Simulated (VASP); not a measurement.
BeS:

```xyz
2
Lattice="0.0000 2.3173 2.3173 2.3173 0.0000 2.3173 2.3173 2.3173 0.0000" Properties=species:S:1:pos:R:3 pbc="T T T"
Be    0.0000    0.0000    0.0000
S     2.3173    2.3173    2.3173
```

Base run:

| Quantity | Value |
| --- | --- |
| Program | VASP 6.6.1 |
| Functional | HSE06 |
| Potentials or basis | VASP PAW PBE potentials, release 64 (Be, S) |
| Cutoff | 520 eV |
| k mesh | 6 × 6 × 6 |
| Occupations | gaussian, width 0.01 eV |
| Spin | no spin polarisation |

Its results: band gap on the k mesh 1.74 eV (least direct gap 5.20 eV); pressure -2.0 GPa.

Question: After a change of settings the same cell gave: band gap on the k mesh 2.47 eV (least direct gap 5.95 eV); pressure -1.9 GPa. Which change was it?
A. functional from HSE06 to PBE0
B. functional from HSE06 to HF; share of exact exchange from 0.25 to 1
C. functional from HSE06 to r2SCAN0

Answer: A.

Caveats: the PAW data sets were made with another functional, which shifts forces and pressure a little.
